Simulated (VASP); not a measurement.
# K3BaF5 (P-62m) in VASP: further runs

K3BaF5 is run at these levels: PBE; tasks: single point.

Program: VASP 6.6.1. These are calculated values, not measurements. Logs are shortened: lines on timing, memory, paths and dates and some standing lists are left out, and cuts for length are marked.

## Step 1: The cell of the first run

Symmetry: P-62m, No. 189, hexagonal system. Conventional cell: a = 7.084 Å, b = 7.084 Å, c = 4.356 Å, α = 90.00°, β = 90.00°, γ = 120.00°. K (site symmetry m2m) has 1 Ba at 2.88 Å and 10 F at 3.06 to 3.34 Å and 4 K at 3.72 Å within 3.8 Å. Within 3.6 Å of Ba (site symmetry -62m) lie 6 F at 2.75 Å and 3 K at 2.88 Å. Within 3.6 Å of F (site symmetry m2m) lie 2 Ba at 2.75 Å and 4 F at 2.77 to 2.90 Å and 6 K at 3.32 to 3.34 Å. F (site symmetry -6) has 3 F at 2.77 Å and 6 K at 3.06 Å within 3.6 Å.

## Step 2: Single point, PBE

INCAR

```
ALGO     = Normal         # electronic algorithm
EDIFF    = 1E-6           # SCF threshold, eV
ENCUT    = 520            # plane-wave cutoff, eV
GGA      = PE             # functional
ISIF     = 2              # what is computed and relaxed
ISMEAR   = 0              # smearing method
LASPH    = True           # aspherical terms in the spheres
LCHARG   = False          # write CHGCAR
LREAL    = False          # projectors in reciprocal space
LWAVE    = False          # write WAVECAR
NBANDS   = 46             # bands
NELM     = 60             # most SCF steps
PREC     = Accurate       # precision mode
SIGMA    = 0.1            # smearing width, eV
```

KPOINTS

```
k-points
0
Gamma
  3 3 4
```

POSCAR

```
K3BaF5
1.0
    7.0840522000      0.0000000000      0.0000000000
   -3.5420261000      6.1349691600      0.0000000000
    0.0000000000      0.0000000000      4.3562247900
K Ba F
3 1 5
Direct
    0.5930799200      0.0000000000      0.5000000000
    0.4069200800      0.4069200800      0.5000000000
    0.0000000000      0.5930799200      0.5000000000
    0.0000000000      0.0000000000      0.5000000000
    0.2364990000      0.0000000000      0.0000000000
    0.0000000000      0.2364990000      0.0000000000
    0.6666666700      0.3333333300      0.0000000000
    0.3333333300      0.6666666700      0.0000000000
    0.7635010000      0.7635010000      0.0000000000
```

Potentials or basis: VASP PAW PBE potentials, release 64 (K_sv, Ba_sv, F).

Command:

```console
> cat potpaw_PBE.64/K_sv/POTCAR potpaw_PBE.64/Ba_sv/POTCAR potpaw_PBE.64/F/POTCAR > POTCAR
> mpirun -np 1 vasp_std > vasp.out
```

OUTCAR:

```text
EDIFF = 1E-6
   ENCUT = 520
   GGA = PE
   ISIF = 2
   ISMEAR = 0
   LASPH = True
   LREAL = False
   NELM = 60
   PREC = Accurate

 ion  position               nearest neighbor table
   1  0.593  0.000  0.500-   4 2.88   3 3.72   2 3.72   2 3.72   3 3.72   4 4.20
   2  0.407  0.407  0.500-   4 2.88   1 3.72   1 3.72   3 3.72   3 3.72   4 4.20
   3  0.000  0.593  0.500-   4 2.88   1 3.72   1 3.72   2 3.72   2 3.72   4 4.20
   4  0.000  0.000  0.500-   6 2.75   9 2.75   6 2.75   9 2.75   5 2.75   5 2.75   2 2.88   3 2.88
                             1 2.88   3 4.20   2 4.20   1 4.20
   5  0.236  0.000  0.000-   4 2.75   4 2.75
   6  0.000  0.236  0.000-   4 2.75   4 2.75
   7  0.667  0.333  0.000-
   8  0.333  0.667  0.000-
   9  0.764  0.764  0.000-   4 2.75   4 2.75

  LATTYP: Found a hexagonal cell.
 ALAT       =     7.0840522000
 C/A-ratio  =     0.6149340331

  Lattice vectors:

 A1 = (   7.0840522000,   0.0000000000,   0.0000000000)
 A2 = (  -3.5420261000,   6.1349691600,   0.0000000000)
 A3 = (   0.0000000000,   0.0000000000,   4.3562247900)

Analysis of symmetry for initial positions (statically):
=====================================================================
 Subroutine PRICEL returns:
 Original cell was already a primitive cell.

 Routine SETGRP: Setting up the symmetry group for a
 hexagonal supercell.

 Subroutine GETGRP returns: Found 12 space group operations
 (whereof 12 operations were pure point group operations)
 out of a pool of 24 trial point group operations.

The static configuration has the point symmetry D_3h.

Analysis of symmetry for dynamics (positions and initial velocities):
=====================================================================
 Subroutine PRICEL returns:
 Original cell was already a primitive cell.

 Routine SETGRP: Setting up the symmetry group for a
 hexagonal supercell.

 Subroutine GETGRP returns: Found 12 space group operations
 (whereof 12 operations were pure point group operations)
 out of a pool of 24 trial point group operations.

The dynamic configuration has the point symmetry D_3h.

 Subroutine INISYM returns: Found 12 space group operations
 (whereof 12 operations are pure point group operations),
 and found     1 'primitive' translations

----------------------------------------------------------------------------------------

                                     Primitive cell

  volume of cell :     189.3235

  direct lattice vectors                    reciprocal lattice vectors
     7.084052200  0.000000000  0.000000000     0.141162144  0.081500002  0.000000000
    -3.542026100  6.134969160  0.000000000     0.000000000  0.163000004  0.000000000
     0.000000000  0.000000000  4.356224790     0.000000000  0.000000000  0.229556565

  length of vectors
     7.084052200  7.084052194  4.356224790     0.163000004  0.163000004  0.229556565

  position of ions in fractional coordinates (direct lattice)
     0.593079920  0.000000000  0.500000000
     0.406920080  0.406920080  0.500000000
     0.000000000  0.593079920  0.500000000
     0.000000000  0.000000000  0.500000000
     0.236499000  0.000000000  0.000000000
     0.000000000  0.236499000  0.000000000
     0.666666670  0.333333330  0.000000000
     0.333333330  0.666666670  0.000000000
     0.763501000  0.763501000  0.000000000

  ion indices of the primitive-cell ions
   primitive index   ion index
                 1           1
                 2           2
                 3           3
                 4           4
                 5           5
                 6           6
                 7           7
                 8           8
                 9           9

----------------------------------------------------------------------------------------

 KPOINTS: k-points

Automatic generation of k-mesh.
 Grid dimensions read from file:
 generate k-points for:    3    3    4

 Generating k-lattice:

  Cartesian coordinates                     Fractional coordinates (reciprocal lattice)
     0.047054048  0.027166667  0.000000000     0.333333333  0.000000000  0.000000000
     0.000000000  0.054333335  0.000000000     0.000000000  0.333333333  0.000000000
     0.000000000  0.000000000  0.057389141     0.000000000  0.000000000  0.250000000

  Length of vectors
     0.054333335  0.054333335  0.057389141

  Shift w.r.t. Gamma in fractional coordinates (k-lattice)
     0.000000000  0.000000000  0.000000000

 Subroutine IBZKPT returns following result:
 ===========================================

 Found      9 irreducible k-points:

 Following reciprocal coordinates:
            Coordinates               Weight
  0.000000  0.000000  0.000000      1.000000
  0.333333 -0.000000  0.000000      6.000000
  0.333333  0.333333  0.000000      2.000000
  0.000000  0.000000  0.250000      2.000000
  0.333333 -0.000000  0.250000     12.000000
  0.333333  0.333333  0.250000      4.000000
  0.000000  0.000000  0.500000      1.000000
  0.333333 -0.000000  0.500000      6.000000
  0.333333  0.333333  0.500000      2.000000
   k-points           NKPTS =      9   k-points in BZ     NKDIM =      9   number of bands    NBANDS=     46
   number of dos      NEDOS =    301   number of ions     NIONS =      9
   total plane-waves  NPLWV =  93312
   dimension x,y,z NGX =    54 NGY =   54 NGZ =   32
   dimension x,y,z NGXF=   108 NGYF=  108 NGZF=   64
   ions per type =               3   1   5
   NGX,Y,Z   is equivalent  to a cutoff of  12.67, 12.67, 12.21 a.u.
   NGXF,Y,Z  is equivalent  to a cutoff of  25.35, 25.35, 24.42 a.u.
 SYSTEM =  unknown system
   PREC   = accura    normal or accurate (medium, high low for compatibility)
   ISTART =      0    job   : 0-new  1-cont  2-samecut
   ICHARG =      2    charge: 1-file 2-atom 10-const
   ISPIN  =      1    spin polarized calculation?
   LNONCOLLINEAR =      F non collinear calculations
   LSORBIT =      F    spin-orbit coupling
   LASPH  =      T    aspherical Exc in radial PAW
   ENCUT  =  520.0 eV  38.22 Ry    6.18 a.u.  13.17 13.17  8.10*2*pi/ulx,y,z
   NELM   =     60;   NELMIN=  2; NELMDL= -5     # of ELM steps
   EDIFF  = 0.1E-05   stopping-criterion for ELM
   LREAL  =      F    real-space projection
   EDIFFG = 0.1E-04   stopping-criterion for IOM
   NSW    =      0    number of steps for IOM
   IBRION =     -1    ionic relax: 0-MD 1-quasi-New 2-CG
   NFREE  =      0    steps in history (QN), initial steepest desc. (CG)
   ISIF   =      2    stress and relaxation
   ISYM   =      2    0-nonsym 1-usesym 2-fastsym
   POTIM  = 0.5000    time-step for ionic-motion
   TEBEG  =    0.0;   TEEND  =   0.0 temperature during run
   PSTRESS=    0.0 pullay stress
   NELECT =      72.0000    total number of electrons
   NUPDOWN=      -1.0000    fix difference up-down
   EMIN   =  10.00;   EMAX   =-10.00  energy-range for DOS
   EFERMI =   0.00;   METHOD = LEGACY
   ISMEAR =     0;   SIGMA  =   0.10  broadening in eV -4-tet -1-fermi 0-gaus
   EFERMI_NEDOS =   21; number of points for ismear=-14 and -15
   IALGO  =     38    algorithm
   IMIX   =      4    mixing-type and parameters
     AMIX     =   0.40;   BMIX     =  1.00
     AMIX_MAG =   1.60;   BMIX_MAG =  1.00
  volume/ion in A,a.u.               =      21.04       141.96
  Fermi-wavevector in a.u.,A,eV,Ry     =   1.186090  2.241384 19.140794  1.406809
  Thomas-Fermi vector in A             =   2.322270
   LORBIT       =      0    0 simple, 1 ext, 2 COOP (PROOUT), +10 PAW based schemes
   GGA     = PE    functional components
   LHFCALC =     F    Hartree Fock is set to
   AEXX    =    0.0000 exact exchange contribution
   IVDW    =     0    specifies the selected vdW correction
   LEPSILON=     F    determine dielectric tensor
   LRPA    =     F    only Hartree local field effects (RPA)
 non-spin polarized calculation
 Gauss-broadening in eV      SIGMA  =   0.10
  energy-cutoff  :      520.00
  volume of cell :      189.32
 maximum number of plane-waves:      5134
 NGX is ok and might be reduce to    54
   NGX = 27   NGY = 27   NGZ = 17

 number of electron      71.9999998 magnetization

 Free energy of the ion-electron system (eV)
  ---------------------------------------------------
  ext. energy  EPLUGINS =         0.00000000
  ---------------------------------------------------
  free energy    TOTEN  =       -34.90371950 eV

  energy without entropy =      -34.90371950  energy(sigma->0) =      -34.90371950

 E-fermi :  -0.2828     XC(G=0):  -8.2660

 val. band max:       -0.7961008685   @ k =   0.3333   0.3333   0.0000
 cond. band min:       2.1826790576   @ k =   0.0000   0.0000   0.0000
 fundamental gap:      2.9787799261
 Fermi energy:        -0.2827783909

 k-point     1 :       0.0000    0.0000    0.0000
  band No.  band energies     occupation
      1     -30.4948      2.00000
      2     -30.4329      2.00000
      3     -30.4329      2.00000
      4     -27.8927      2.00000
      5     -21.0302      2.00000
      6     -20.9598      2.00000
[... 38 lines left out ...]
     45       7.0543      0.00000
     46       7.0561      0.00000

 k-point     2 :       0.3333   -0.0000    0.0000
  band No.  band energies     occupation
      1     -30.4772      2.00000
      2     -30.4451      2.00000
      3     -30.4379      2.00000
      4     -27.8946      2.00000
      5     -21.0219      2.00000
      6     -20.9640      2.00000
[... 38 lines left out ...]
     45       6.4311      0.00000
     46       6.5963      0.00000

 k-point     3 :       0.3333    0.3333    0.0000
  band No.  band energies     occupation
      1     -30.4573      2.00000
      2     -30.4513      2.00000
      3     -30.4513      2.00000
      4     -27.8955      2.00000
      5     -21.0170      2.00000
      6     -20.9644      2.00000
[... 283 lines left out ...]
     45       6.6669      0.00000
     46       6.7578      0.00000

 k-point     9 :       0.3333    0.3333    0.5000
  band No.  band energies     occupation
      1     -30.4537      2.00000
      2     -30.4479      2.00000
      3     -30.4479      2.00000
      4     -27.8558      2.00000
      5     -21.1637      2.00000
      6     -20.9381      2.00000
[... 38 lines left out ...]
     45       6.5023      0.00000
     46       6.8798      0.00000

------------------------ aborting loop because EDIFF is reached ----------------------------------------

  FORCE on cell =-STRESS in cart. coord.  units (eV):
  Direction    XX          YY          ZZ          XY          YZ          ZX
  --------------------------------------------------------------------------------------
  -------------------------------------------------------------------------------------
  Total       10.7269365     10.7269364    -27.7165747      0.0000000      0.0000000      0.0000000
  in kB       90.7782637     90.7782634   -234.5555543      0.0000000      0.0000000      0.0000000
  external PRESSURE =     -17.6663424 kB  Pullay stress =       0.0000000 kB

 VOLUME and BASIS-vectors are now :
 -----------------------------------------------------------------------------
  energy-cutoff  :      520.00
  volume of cell :      189.32
      direct lattice vectors                 reciprocal lattice vectors
     7.084052200  0.000000000  0.000000000     0.141162144  0.081500002  0.000000000
    -3.542026100  6.134969160  0.000000000     0.000000000  0.163000004  0.000000000
     0.000000000  0.000000000  4.356224790     0.000000000  0.000000000  0.229556565

 POSITION                                       TOTAL-FORCE (eV/Angst)
 -----------------------------------------------------------------------------------
      4.20141      0.00000      2.17811        -1.876860     -0.000000     -0.000000
      1.44132      2.49644      2.17811         0.938430      1.625409     -0.000000
     -2.10070      3.63853      2.17811         0.938430     -1.625409     -0.000000
      0.00000      0.00000      2.17811        -0.000000     -0.000000     -0.000000
      1.67537      0.00000      0.00000        -0.646509     -0.000000      0.000000
     -0.83769      1.45091      0.00000         0.323254     -0.559893     -0.000000
      3.54203      2.04499      0.00000        -0.000000     -0.000000     -0.000000
     -0.00000      4.08998      0.00000        -0.000000     -0.000000     -0.000000
      2.70434      4.68406      0.00000         0.323254      0.559893      0.000000
 -----------------------------------------------------------------------------------
    total drift:                               -0.000002     -0.000003     -0.000000

  FREE ENERGIE OF THE ION-ELECTRON SYSTEM (eV)
  ---------------------------------------------------
  free  energy   TOTEN  =       -34.9037195002 eV

  energy  without entropy=      -34.9037195002  energy(sigma->0) =      -34.90371950
```

It took 74 s on 1 thread of Intel Xeon Platinum 8488C (Sapphire Rapids), shared host; peak memory 0.32 GiB.

What came out:

| Property | Result |
| --- | --- |
| Free energy | -34.9037 eV |
| Pressure | -1.8 GPa |
| Largest force | 1.877 eV/Å |
| Band gap on the k mesh | 2.98 eV, indirect (least direct gap 3.06 eV) |

Forces in eV/Å, atoms in the order of the input:
```
K   -1.877  0.000  0.000
K    0.938  1.625  0.000
K    0.938 -1.625  0.000
Ba   0.000  0.000  0.000
F   -0.647  0.000  0.000
F    0.323 -0.560  0.000
F    0.000  0.000  0.000
F    0.000  0.000  0.000
F    0.323  0.560  0.000
```

Levels at points of the mesh, in eV from the valence-band top:
```tsv
k point	band 32	band 33	band 34	band 35	band 36	band 37	band 38	band 39	band 40	band 41
(0.00, 0.00, 0.00)	-0.60	-0.16	-0.16	-0.08	-0.08	2.98	3.45	3.45	5.66	6.22
(0.00, 0.00, 0.50)	-0.77	-0.17	-0.17	-0.12	-0.12	3.79	3.79	3.90	5.35	5.35
```

Caveat: spin-orbit coupling is left out, which moves the levels of the heavy elements; forces of over 1 eV/Å act on the atoms, so gaps and moduli don't describe the material at rest.

(Continued in part 2 of 2.)
